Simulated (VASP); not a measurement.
# YAu (Cmcm) in VASP: single point with LDA

Aim: the single point of YAu with LDA.

All numbers are computed with VASP 6.6.1; they aren't measurements. Logs are shortened: lines on timing, memory, paths and dates and some standing lists are left out, and cuts for length are marked.

## (1) The cell of the first run

The structure is orthorhombic, space group Cmcm (No. 63). Conventional cell: a = 3.637 Å, b = 10.789 Å, c = 4.561 Å, α = 90.00°, β = 90.00°, γ = 90.00°. Y (site symmetry m2m) has 7 Au at 2.96 to 3.04 Å and 8 Y at 3.64 to 3.77 Å within 3.9 Å. Au (site symmetry m2m) has 4 Au at 2.95 to 3.64 Å and 7 Y at 2.96 to 3.04 Å within 3.9 Å.

## (2) Single point, LDA

Contents of INCAR:

```
SYSTEM = YAu
PREC = Accurate ; ENCUT = 520
EDIFF = 1E-6 ; ISMEAR = -1
SIGMA = 0.1 ; LREAL = .False.
LASPH = .True. ; NELM = 60
ALGO = Normal ; ISIF = 2
LWAVE = .False. ; LCHARG = .False.
NBANDS = 30
```

Contents of KPOINTS:

```
regular mesh
0
Gamma
  8 8 6
  0 0 0
```

Contents of POSCAR:

```
YAu
1.0
    1.8185083358     -5.3945458140      0.0000000000
    1.8185083358      5.3945458140      0.0000000000
    0.0000000000      0.0000000000      4.5608732459
Y Au
2 2
Direct
    0.8606004122      0.1393995878      0.7500000000
    0.1393995878      0.8606004122      0.2500000000
    0.5866258699      0.4133741301      0.7500000000
    0.4133741301      0.5866258699      0.2500000000
```

Potentials or basis: VASP PAW LDA potentials, release 64 (Y_sv, Au).

Run with:

```console
$ cat potpaw_LDA.64/Y_sv/POTCAR potpaw_LDA.64/Au/POTCAR > POTCAR
$ mpirun -np 1 vasp_std > vasp.out
```

OUTCAR:

```text
SYSTEM = YAu
   PREC = Accurate
   ENCUT = 520
   EDIFF = 1E-6
   ISMEAR = -1
   LREAL = .False.
   LASPH = .True.
   NELM = 60
   ISIF = 2

 ion  position               nearest neighbor table
   1  0.861  0.139  0.750-   3 2.96   4 2.97   4 2.97   4 2.97   4 2.97   3 3.04   3 3.04   2 3.77
                             2 3.77   2 3.77   2 3.77   2 3.77   2 3.77
   2  0.139  0.861  0.250-   4 2.96   3 2.97   3 2.97   3 2.97   3 2.97   4 3.04   4 3.04   1 3.77
                             1 3.77   1 3.77   1 3.77   1 3.77   1 3.77
   3  0.587  0.413  0.750-   4 2.95   4 2.95   1 2.96   2 2.97   2 2.97   2 2.97   2 2.97   1 3.04
                             1 3.04
   4  0.413  0.587  0.250-   3 2.95   3 2.95   2 2.96   1 2.97   1 2.97   1 2.97   1 2.97   2 3.04
                             2 3.04

  LATTYP: Found a base centered orthorhombic cell.
 ALAT       =     3.6370166716
 B/A-ratio  =     2.9664674656
 C/A-ratio  =     1.2540149407

  Lattice vectors:

 A1 = (   1.8185083358,  -5.3945458140,   0.0000000000)
 A2 = (   1.8185083358,   5.3945458140,   0.0000000000)
 A3 = (   0.0000000000,   0.0000000000,   4.5608732459)

Analysis of symmetry for initial positions (statically):
=====================================================================
 Subroutine PRICEL returns:
 Original cell was already a primitive cell.

 Routine SETGRP: Setting up the symmetry group for a
 base centered orthorhombic supercell.

 Subroutine GETGRP returns: Found  8 space group operations
 (whereof  4 operations were pure point group operations)
 out of a pool of  8 trial point group operations.

The static configuration has the point symmetry C_2h.
 The point group associated with its full space group is D_2h.

Analysis of symmetry for dynamics (positions and initial velocities):
=====================================================================
 Subroutine PRICEL returns:
 Original cell was already a primitive cell.

 Routine SETGRP: Setting up the symmetry group for a
 base centered orthorhombic supercell.

 Subroutine GETGRP returns: Found  8 space group operations
 (whereof  4 operations were pure point group operations)
 out of a pool of  8 trial point group operations.

The dynamic configuration has the point symmetry C_2h.
 The point group associated with its full space group is D_2h.

 Subroutine INISYM returns: Found  8 space group operations
 (whereof  4 operations are pure point group operations),
 and found     1 'primitive' translations

----------------------------------------------------------------------------------------

                                     Primitive cell

  volume of cell :      89.4846

  direct lattice vectors                    reciprocal lattice vectors
     1.818508336 -5.394545814  0.000000000     0.274950623 -0.092686209  0.000000000
     1.818508336  5.394545814  0.000000000     0.274950623  0.092686209  0.000000000
     0.000000000  0.000000000  4.560873246     0.000000000  0.000000000  0.219256258

  length of vectors
     5.692811002  5.692811002  4.560873246     0.290152681  0.290152681  0.219256258

  position of ions in fractional coordinates (direct lattice)
     0.860600412  0.139399588  0.750000000
     0.139399588  0.860600412  0.250000000
     0.586625870  0.413374130  0.750000000
     0.413374130  0.586625870  0.250000000

  ion indices of the primitive-cell ions
   primitive index   ion index
                 1           1
                 2           2
                 3           3
                 4           4

----------------------------------------------------------------------------------------

 KPOINTS: regular mesh

Automatic generation of k-mesh.
 Grid dimensions read from file:
 generate k-points for:    8    8    6

 Generating k-lattice:

  Cartesian coordinates                     Fractional coordinates (reciprocal lattice)
     0.034368828 -0.011585776  0.000000000     0.125000000  0.000000000  0.000000000
     0.034368828  0.011585776  0.000000000     0.000000000  0.125000000  0.000000000
     0.000000000  0.000000000  0.036542710     0.000000000  0.000000000  0.166666667

  Length of vectors
     0.036269085  0.036269085  0.036542710

  Shift w.r.t. Gamma in fractional coordinates (k-lattice)
     0.000000000  0.000000000  0.000000000

 Subroutine IBZKPT returns following result:
 ===========================================

 Found     84 irreducible k-points:

 Following reciprocal coordinates:
            Coordinates               Weight
  0.000000  0.000000  0.000000      1.000000
  0.125000  0.000000  0.000000      4.000000
  0.250000  0.000000  0.000000      4.000000
  0.375000  0.000000  0.000000      4.000000
  0.500000  0.000000  0.000000      2.000000
  0.125000  0.125000  0.000000      2.000000
[... 16 lines left out ...]
  0.125000  0.000000  0.166667      8.000000
  0.250000  0.000000  0.166667      8.000000
 [... further k-points ...]
   k-points           NKPTS =     84   k-points in BZ     NKDIM =     84   number of bands    NBANDS=     30
   number of dos      NEDOS =    301   number of ions     NIONS =      4
   total plane-waves  NPLWV =  63504
   dimension x,y,z NGX =    42 NGY =   42 NGZ =   36
   dimension x,y,z NGXF=    84 NGYF=   84 NGZF=   72
   ions per type =               2   2
   NGX,Y,Z   is equivalent  to a cutoff of  12.27, 12.27, 13.12 a.u.
   NGXF,Y,Z  is equivalent  to a cutoff of  24.53, 24.53, 26.24 a.u.
 SYSTEM =  YAu
   PREC   = accura    normal or accurate (medium, high low for compatibility)
   ISTART =      0    job   : 0-new  1-cont  2-samecut
   ICHARG =      2    charge: 1-file 2-atom 10-const
   ISPIN  =      1    spin polarized calculation?
   LNONCOLLINEAR =      F non collinear calculations
   LSORBIT =      F    spin-orbit coupling
   LASPH  =      T    aspherical Exc in radial PAW
   ENCUT  =  520.0 eV  38.22 Ry    6.18 a.u.  10.58 10.58  8.48*2*pi/ulx,y,z
   NELM   =     60;   NELMIN=  2; NELMDL= -5     # of ELM steps
   EDIFF  = 0.1E-05   stopping-criterion for ELM
   LREAL  =      F    real-space projection
   EDIFFG = 0.1E-04   stopping-criterion for IOM
   NSW    =      0    number of steps for IOM
   IBRION =     -1    ionic relax: 0-MD 1-quasi-New 2-CG
   NFREE  =      0    steps in history (QN), initial steepest desc. (CG)
   ISIF   =      2    stress and relaxation
   ISYM   =      2    0-nonsym 1-usesym 2-fastsym
   POTIM  = 0.5000    time-step for ionic-motion
   TEBEG  =    0.0;   TEEND  =   0.0 temperature during run
   PSTRESS=    0.0 pullay stress
   NELECT =      44.0000    total number of electrons
   NUPDOWN=      -1.0000    fix difference up-down
   EMIN   =  10.00;   EMAX   =-10.00  energy-range for DOS
   EFERMI =   0.00;   METHOD = LEGACY
   ISMEAR =    -1;   SIGMA  =   0.10  broadening in eV -4-tet -1-fermi 0-gaus
   EFERMI_NEDOS =   21; number of points for ismear=-14 and -15
   IALGO  =     38    algorithm
   IMIX   =      4    mixing-type and parameters
     AMIX     =   0.40;   BMIX     =  1.00
     AMIX_MAG =   1.60;   BMIX_MAG =  1.00
  volume/ion in A,a.u.               =      22.37       150.97
  Fermi-wavevector in a.u.,A,eV,Ry     =   1.292140  2.441791 22.716647  1.669626
  Thomas-Fermi vector in A             =   2.423867
   LORBIT       =      0    0 simple, 1 ext, 2 COOP (PROOUT), +10 PAW based schemes
   GGA     = CA    functional components
   LHFCALC =     F    Hartree Fock is set to
   AEXX    =    0.0000 exact exchange contribution
   IVDW    =     0    specifies the selected vdW correction
   LEPSILON=     F    determine dielectric tensor
   LRPA    =     F    only Hartree local field effects (RPA)
 non-spin polarized calculation
  energy-cutoff  :      520.00
  volume of cell :       89.48
 maximum number of plane-waves:      2436
   NGX = 21   NGY = 21   NGZ = 17

 number of electron      44.0000006 magnetization

 Free energy of the ion-electron system (eV)
  ---------------------------------------------------
  ext. energy  EPLUGINS =         0.00000000
  ---------------------------------------------------
  free energy    TOTEN  =       -26.50671563 eV

  energy without entropy =      -26.41846526  energy(sigma->0) =      -26.46259044

 E-fermi :   6.2292     XC(G=0): -11.3175

 val. band max:        6.2291952223   @ k =   0.5000   0.1250   0.3333
 cond. band min:       6.2422840119   @ k =   0.2500   0.1250   0.1667
 fundamental gap:      0.0130887897
 Fermi energy:         6.2292065283

 k-point     1 :       0.0000    0.0000    0.0000
  band No.  band energies     occupation
      1     -36.2764      2.00000
      2     -36.2391      2.00000
      3     -16.5494      2.00000
      4     -16.4972      2.00000
      5     -16.3227      2.00000
      6     -16.3169      2.00000
[... 22 lines left out ...]
     29      10.3142      0.00000
     30      10.4356      0.00000

 k-point     2 :       0.1250    0.0000    0.0000
  band No.  band energies     occupation
      1     -36.2721      2.00000
      2     -36.2374      2.00000
      3     -16.5401      2.00000
      4     -16.4898      2.00000
      5     -16.3737      2.00000
      6     -16.3221      2.00000
[... 22 lines left out ...]
     29      10.1609      0.00000
     30      10.9353      0.00000

 k-point     3 :       0.2500    0.0000    0.0000
  band No.  band energies     occupation
      1     -36.2611      2.00000
      2     -36.2338      2.00000
      3     -16.5271      2.00000
      4     -16.4823      2.00000
      5     -16.4697      2.00000
      6     -16.4192      2.00000
[... 22 lines left out ...]
     29       9.8888      0.00000
     30      10.9222      0.00000

 k-point     4 :       0.3750    0.0000    0.0000
  band No.  band energies     occupation
      1     -36.2490      2.00000
      2     -36.2313      2.00000
      3     -16.5915      2.00000
      4     -16.5742      2.00000
      5     -16.4435      2.00000
      6     -16.4411      2.00000
[... 616 lines left out ...]
     29      10.4467      0.00000
     30      10.6082      0.00000

 k-point    23 :       0.1250    0.0000    0.1667
  band No.  band energies     occupation
      1     -36.2694      2.00000
      2     -36.2393      2.00000
      3     -16.5278      2.00000
      4     -16.4864      2.00000
      5     -16.3728      2.00000
      6     -16.3553      2.00000
[... 22 lines left out ...]
     29      10.2766      0.00000
     30      10.9589      0.00000

 k-point    24 :       0.2500    0.0000    0.1667
  band No.  band energies     occupation
      1     -36.2591      2.00000
      2     -36.2354      2.00000
      3     -16.5217      2.00000
      4     -16.4846      2.00000
      5     -16.4577      2.00000
      6     -16.4241      2.00000
[... 22 lines left out ...]
     29       9.9368      0.00000
     30      11.4370      0.00000

 [... further k-points ...]
[... 5 lines left out ...]
  --------------------------------------------------------------------------------------
  -------------------------------------------------------------------------------------
  Total        0.0540587      0.0694812      0.0854240      0.0000000     -0.0000000      0.0000000
  in kB        0.9678951      1.2440262      1.5294753      0.0000000     -0.0000000      0.0000000
  external PRESSURE =       1.2471322 kB  Pullay stress =       0.0000000 kB

 VOLUME and BASIS-vectors are now :
 -----------------------------------------------------------------------------
  energy-cutoff  :      520.00
  volume of cell :       89.48
      direct lattice vectors                 reciprocal lattice vectors
     1.818508336 -5.394545814  0.000000000     0.274950623 -0.092686209  0.000000000
     1.818508336  5.394545814  0.000000000     0.274950623  0.092686209  0.000000000
     0.000000000  0.000000000  4.560873246     0.000000000  0.000000000  0.219256258

 POSITION                                       TOTAL-FORCE (eV/Angst)
 -----------------------------------------------------------------------------------
      1.81851     -3.89055      3.42065         0.000000      0.005775     -0.000000
      1.81851      3.89055      1.14022         0.000000     -0.005775      0.000000
      1.81851     -0.93461      3.42065         0.000000      0.001199     -0.000000
      1.81851      0.93461      1.14022         0.000000     -0.001199      0.000000
 -----------------------------------------------------------------------------------
    total drift:                               -0.000000     -0.000000     -0.000000

  FREE ENERGIE OF THE ION-ELECTRON SYSTEM (eV)
  ---------------------------------------------------
  free  energy   TOTEN  =       -26.5067156260 eV

  energy  without entropy=      -26.4184652558  energy(sigma->0) =      -26.46259044
```

It took 7.2 min on 1 thread of Oxide Virtual Turin-like, shared host; peak memory 0.32 GiB.

What came out:

* Free energy: -26.5067 eV
* Pressure: 0.1 GPa
* Largest force: 0.006 eV/Å
* Band gap on the k mesh: zero (bands 22 and 23 overlap by 1.65 eV)

Forces in eV/Å, atoms in the order of the input:
```
Y    0.000  0.006  0.000
Y    0.000 -0.006  0.000
Au   0.000  0.001  0.000
Au   0.000 -0.001  0.000
```

Caveat: spin-orbit coupling is left out, which moves the levels of the heavy elements.
